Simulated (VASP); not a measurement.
# Al in VASP: single point with r2SCAN

Aim: the single point of Al with r2SCAN.

All numbers are computed with VASP 6.6.1; they aren't measurements. Logs are shortened: lines on timing, memory, paths and dates and some standing lists are left out, and cuts for length are marked.

### Step 1. The cell of the first run

The cell holds a slab with vacuum, 18 atoms: a = 2.822 Å, b = 9.262 Å, c = 24.776 Å, α = 90.00°, β = 90.00°, γ = 90.00°.

### Step 2. Single point, r2SCAN

Contents of POSCAR:

```
Al
1.0
    2.8221979700      0.0000000000      0.0000000000
    0.0000000000      9.2620593370      0.0000000000
    0.0000000000      0.0000000000     24.7763805460
Al
18
Direct
    0.5000000000     -0.0006374581      0.3031791016
    0.5000000000      0.5006374581      0.3031791016
    0.0000000000      0.7500000000      0.3322204566
    0.5000000000      0.2500000000      0.3638206930
    0.0000000000     -0.0027900431      0.4019982352
    0.0000000000      0.5027900431      0.4019982352
    0.5000000000      0.7500000000      0.4354449544
    0.0000000000      0.2500000000      0.4649550546
    0.5000000000      0.0000000057      0.5000000006
    0.5000000000      0.4999999943      0.5000000006
    0.0000000000      0.7500000000      0.5350449472
    0.5000000000      0.2500000000      0.5645550394
    0.0000000000      0.0027900443      0.5980017630
    0.0000000000      0.4972099557      0.5980017630
    0.5000000000      0.7500000000      0.6361793021
    0.0000000000      0.2500000000      0.6677795557
    0.5000000000      0.0006374383      0.6968208982
    0.5000000000      0.4993625617      0.6968208982
```

Contents of INCAR.step1:

```
SYSTEM = Al
PREC = Accurate
ENCUT = 520
ISMEAR = 0
SIGMA = 0.1
LREAL = Auto
LASPH = .TRUE.
NELM = 80
LDIPOL = .TRUE.
IDIPOL = 3
DIPOL = 0.5 0.5 0.500
NBANDS = 42
GGA = PE
ALGO = Normal
EDIFF = 1E-4
LWAVE = .TRUE.
LCHARG = .FALSE.
```

Contents of INCAR.step2:

```
SYSTEM = Al
PREC = Accurate
ENCUT = 520
EDIFF = 1E-6
ISMEAR = 0
SIGMA = 0.1
LREAL = Auto
LASPH = .TRUE.
NELM = 80
ALGO = Normal
ISIF = 2
LWAVE = .FALSE.
LCHARG = .FALSE.
LDIPOL = .TRUE.
IDIPOL = 3
DIPOL = 0.5 0.5 0.500
METAGGA = R2SCAN
LMIXTAU = .TRUE.
NBANDS = 42
ISTART = 1
```

Contents of KPOINTS:

```
regular mesh
0
G
  12 4 1
  0 0 0
```

Potentials or basis: VASP PAW PBE potentials, release 64 (Al).

On the command line:

```bash
> cat potpaw_PBE.64/Al/POTCAR > POTCAR
> cp INCAR.step1 INCAR
> mpirun -np 1 vasp_std > vasp.out
> cp INCAR.step2 INCAR
> mpirun -np 1 vasp_std > vasp.out
```

OUTCAR:

```text
SYSTEM = Al
   PREC = Accurate
   ENCUT = 520
   EDIFF = 1E-6
   ISMEAR = 0
   LREAL = Auto
   LASPH = .TRUE.
   NELM = 80
   ISIF = 2
   METAGGA = R2SCAN
   ISTART = 1

 ion  position               nearest neighbor table
   1  0.500  0.999  0.303-   4 2.77   3 2.80   3 2.80   5 2.83   5 2.83
   2  0.500  0.501  0.303-   4 2.77   3 2.80   3 2.80   6 2.83   6 2.83
   3  0.000  0.750  0.332-   1 2.80   2 2.80   1 2.80   2 2.80   5 2.87   6 2.87   7 2.92   7 2.92

   4  0.500  0.250  0.364-   1 2.77   2 2.77   8 2.88   8 2.88   5 2.89   5 2.89   6 2.89   6 2.89
[... 25 lines left out ...]
  17  0.500  0.001  0.697-  15 2.77  16 2.80  16 2.80  13 2.83  13 2.83
  18  0.500  0.499  0.697-  15 2.77  16 2.80  16 2.80  14 2.83  14 2.83

  LATTYP: Found a simple orthorhombic cell.
 ALAT       =     2.8221979700
 B/A-ratio  =     3.2818602506
 C/A-ratio  =     8.7791079185

  Lattice vectors:

 A1 = (   2.8221979700,   0.0000000000,   0.0000000000)
 A2 = (   0.0000000000,   9.2620593370,   0.0000000000)
 A3 = (   0.0000000000,   0.0000000000,  24.7763805460)

Analysis of symmetry for initial positions (statically):
=====================================================================
 Subroutine PRICEL returns:
 Original cell was already a primitive cell.

 Routine SETGRP: Setting up the symmetry group for a
 simple orthorhombic supercell.

 Subroutine GETGRP returns: Found  8 space group operations
 (whereof  4 operations were pure point group operations)
 out of a pool of  8 trial point group operations.

The static configuration has the point symmetry C_2h.
 The point group associated with its full space group is D_2h.

Analysis of symmetry for dynamics (positions and initial velocities):
=====================================================================
 Subroutine PRICEL returns:
 Original cell was already a primitive cell.

 Routine SETGRP: Setting up the symmetry group for a
 simple orthorhombic supercell.

 Subroutine GETGRP returns: Found  8 space group operations
 (whereof  4 operations were pure point group operations)
 out of a pool of  8 trial point group operations.

The dynamic configuration has the point symmetry C_2h.
 The point group associated with its full space group is D_2h.

 Subroutine INISYM returns: Found  8 space group operations
 (whereof  4 operations are pure point group operations),
 and found     1 'primitive' translations

----------------------------------------------------------------------------------------

                                     Primitive cell

  volume of cell :     647.6389

  direct lattice vectors                    reciprocal lattice vectors
     2.822197970  0.000000000  0.000000000     0.354333754  0.000000000  0.000000000
     0.000000000  9.262059337  0.000000000     0.000000000  0.107967350  0.000000000
     0.000000000  0.000000000 24.776380546     0.000000000  0.000000000  0.040361020

  length of vectors
     2.822197970  9.262059337 24.776380546     0.354333754  0.107967350  0.040361020

  position of ions in fractional coordinates (direct lattice)
     0.500000000  0.999362542  0.303179102
     0.500000000  0.500637458  0.303179102
     0.000000000  0.750000000  0.332220457
     0.500000000  0.250000000  0.363820693
     0.000000000  0.997209957  0.401998235
     0.000000000  0.502790043  0.401998235
[... 10 lines left out ...]
     0.500000000  0.000637438  0.696820898
     0.500000000  0.499362562  0.696820898

  ion indices of the primitive-cell ions
   primitive index   ion index
                 1           1
                 2           2
                 3           3
                 4           4
                 5           5
                 6           6
[... 10 lines left out ...]
                17          17
                18          18

----------------------------------------------------------------------------------------

 KPOINTS: regular mesh

Automatic generation of k-mesh.
 Grid dimensions read from file:
 generate k-points for:   12    4    1

 Generating k-lattice:

  Cartesian coordinates                     Fractional coordinates (reciprocal lattice)
     0.029527813  0.000000000  0.000000000     0.083333333  0.000000000  0.000000000
     0.000000000  0.026991837  0.000000000     0.000000000  0.250000000  0.000000000
     0.000000000  0.000000000  0.040361020     0.000000000  0.000000000  1.000000000

  Length of vectors
     0.029527813  0.026991837  0.040361020

  Shift w.r.t. Gamma in fractional coordinates (k-lattice)
     0.000000000  0.000000000  0.000000000

 Subroutine IBZKPT returns following result:
 ===========================================

 Found     21 irreducible k-points:

 Following reciprocal coordinates:
            Coordinates               Weight
  0.000000  0.000000  0.000000      1.000000
  0.083333  0.000000  0.000000      2.000000
  0.166667  0.000000  0.000000      2.000000
  0.250000  0.000000  0.000000      2.000000
  0.333333  0.000000  0.000000      2.000000
  0.416667  0.000000  0.000000      2.000000
[... 13 lines left out ...]
  0.416667  0.500000  0.000000      2.000000
  0.500000  0.500000  0.000000      1.000000
   k-points           NKPTS =     21   k-points in BZ     NKDIM =     21   number of bands    NBANDS=     42
   number of dos      NEDOS =    301   number of ions     NIONS =     18
   total plane-waves  NPLWV = 322560
   dimension x,y,z NGX =    24 NGY =   70 NGZ =  192
   dimension x,y,z NGXF=    48 NGYF=  140 NGZF=  384
   ions per type =              18
   NGX,Y,Z   is equivalent  to a cutoff of  14.14, 12.56, 12.88 a.u.
   NGXF,Y,Z  is equivalent  to a cutoff of  28.28, 25.13, 25.77 a.u.
 SYSTEM =  Al
   PREC   = accura    normal or accurate (medium, high low for compatibility)
   ISTART =      1    job   : 0-new  1-cont  2-samecut
   ICHARG =      0    charge: 1-file 2-atom 10-const
   ISPIN  =      1    spin polarized calculation?
   LNONCOLLINEAR =      F non collinear calculations
   LSORBIT =      F    spin-orbit coupling
   LASPH  =      T    aspherical Exc in radial PAW
   ENCUT  =  520.0 eV  38.22 Ry    6.18 a.u.   5.25 17.22 46.07*2*pi/ulx,y,z
   NELM   =     80;   NELMIN=  2; NELMDL=  0     # of ELM steps
   EDIFF  = 0.1E-05   stopping-criterion for ELM
   LREAL  =      T    real-space projection
   EDIFFG = 0.1E-04   stopping-criterion for IOM
   NSW    =      0    number of steps for IOM
   IBRION =     -1    ionic relax: 0-MD 1-quasi-New 2-CG
   NFREE  =      0    steps in history (QN), initial steepest desc. (CG)
   ISIF   =      2    stress and relaxation
   ISYM   =      2    0-nonsym 1-usesym 2-fastsym
   POTIM  = 0.5000    time-step for ionic-motion
   TEBEG  =    0.0;   TEEND  =   0.0 temperature during run
   PSTRESS=    0.0 pullay stress
   NELECT =      54.0000    total number of electrons
   NUPDOWN=      -1.0000    fix difference up-down
   EMIN   =  10.00;   EMAX   =-10.00  energy-range for DOS
   EFERMI =   0.00;   METHOD = LEGACY
   ISMEAR =     0;   SIGMA  =   0.10  broadening in eV -4-tet -1-fermi 0-gaus
   EFERMI_NEDOS =   21; number of points for ismear=-14 and -15
   IALGO  =     38    algorithm
   IMIX   =      4    mixing-type and parameters
     AMIX     =   0.40;   BMIX     =  1.00
     AMIX_MAG =   1.60;   BMIX_MAG =  1.00
  volume/ion in A,a.u.               =      35.98       242.80
  Fermi-wavevector in a.u.,A,eV,Ry     =   0.715202  1.351535  6.959561  0.511513
  Thomas-Fermi vector in A             =   1.803301
   LORBIT       =      0    0 simple, 1 ext, 2 COOP (PROOUT), +10 PAW based schemes
   METAGGA = R2SCAN    functional components
   LHFCALC =     F    Hartree Fock is set to
   AEXX    =    0.0000 exact exchange contribution
   IVDW    =     0    specifies the selected vdW correction
   LEPSILON=     F    determine dielectric tensor
   LRPA    =     F    only Hartree local field effects (RPA)
 non-spin polarized calculation
 Gauss-broadening in eV      SIGMA  =   0.10
  energy-cutoff  :      520.00
  volume of cell :      647.64
 maximum number of plane-waves:     17506
 NGX is ok and might be reduce to    24
   NGX = 11   NGY = 35   NGZ = 93

 number of electron      54.0000001 magnetization

 dipolmoment           0.000000      0.000000     -0.000000 electrons x Angstroem

 Free energy of the ion-electron system (eV)
  ---------------------------------------------------
  ext. energy  EPLUGINS =         0.00000000
  ---------------------------------------------------
  free energy    TOTEN  =      -117.24094029 eV

  energy without entropy =     -117.20961329  energy(sigma->0) =     -117.22527679

 E-fermi :   1.3776     XC(G=0):  -5.6928

 val. band max:        1.3711198259   @ k =   0.5000   0.0000   0.0000
 cond. band min:       1.3886743782   @ k =   0.4167   0.0000   0.0000
 fundamental gap:      0.0175545523
 Fermi energy:         1.3776074132

 k-point     1 :       0.0000    0.0000    0.0000
  band No.  band energies     occupation
      1     -10.3322      2.00000
      2      -9.4568      2.00000
      3      -8.5927      2.00000
      4      -8.4254      2.00000
      5      -8.1834      2.00000
      6      -7.8105      2.00000
[... 871 lines left out ...]
     38       2.8543      0.00000
     39       3.1823      0.00000
 [bands above 39 left out]

------------------------ aborting loop because EDIFF is reached ----------------------------------------

 vacuum level on the upper side and lower side of the slab       (xc-potential included)         0.026         0.026

  FORCE on cell =-STRESS in cart. coord.  units (eV):
  Direction    XX          YY          ZZ          XY          YZ          ZX
  --------------------------------------------------------------------------------------
  -------------------------------------------------------------------------------------
  Total       -8.8262422     -3.8435981     -0.3257545      0.0000000      0.0000000      0.0000000
  in kB      -21.8350165     -9.5085799     -0.8058759      0.0000000      0.0000000      0.0000000
  external PRESSURE =     -10.7164908 kB  Pullay stress =       0.0000000 kB

 VOLUME and BASIS-vectors are now :
 -----------------------------------------------------------------------------
  energy-cutoff  :      520.00
  volume of cell :      647.64
      direct lattice vectors                 reciprocal lattice vectors
     2.822197970  0.000000000  0.000000000     0.354333754  0.000000000  0.000000000
     0.000000000  9.262059337  0.000000000     0.000000000  0.107967350  0.000000000
     0.000000000  0.000000000 24.776380546     0.000000000  0.000000000  0.040361020

 POSITION                                       TOTAL-FORCE (eV/Angst)
 -----------------------------------------------------------------------------------
      1.41110      9.25616      7.51168        -0.000000     -0.003335      0.010346
      1.41110      4.63693      7.51168        -0.000000      0.003335      0.010346
      0.00000      6.94654      8.23122        -0.000000     -0.000000      0.007689
      1.41110      2.31551      9.01416        -0.000000     -0.000000      0.010128
      0.00000      9.23622      9.96006        -0.000000     -0.000088      0.000437
      0.00000      4.65687      9.96006        -0.000000      0.000088      0.000437
[... 10 lines left out ...]
      1.41110      0.00590     17.26470         0.000000      0.003335     -0.010346
      1.41110      4.62513     17.26470        -0.000000     -0.003335     -0.010346
 -----------------------------------------------------------------------------------
    total drift:                                0.000000      0.000000     -0.000001

  FREE ENERGIE OF THE ION-ELECTRON SYSTEM (eV)
  ---------------------------------------------------
  free  energy   TOTEN  =      -117.2409402893 eV

  energy  without entropy=     -117.2096132907  energy(sigma->0) =     -117.22527679

 vacuum level on the upper side and lower side of the slab         5.696         5.695
```

Wall time 33 min (1 thread of Intel Xeon 6975P-C (Granite Rapids), shared host); peak memory 0.92 GiB.

Results:

* Free energy: -117.2409 eV
* Largest force: 0.011 eV/Å
* Band gap on the k mesh: zero (band 27 reaches 2.02 eV, above the bottom of band 28 at 0.63 eV)

Forces on the atoms (eV/Å):
```
Al   0.000 -0.003  0.010
Al   0.000  0.003  0.010
Al   0.000  0.000  0.008
Al   0.000  0.000  0.010
Al   0.000  0.000  0.000
Al   0.000  0.000  0.000
Al   0.000  0.000  0.001
Al   0.000  0.000 -0.002
Al   0.000  0.000  0.000
Al   0.000  0.000  0.000
Al   0.000  0.000  0.002
Al   0.000  0.000 -0.001
Al   0.000  0.000  0.000
Al   0.000  0.000  0.000
Al   0.000  0.000 -0.010
Al   0.000  0.000 -0.008
Al   0.000  0.003 -0.010
Al   0.000 -0.003 -0.010
```

Caveat: the PAW data sets were made with another functional, which shifts forces and pressure a little.
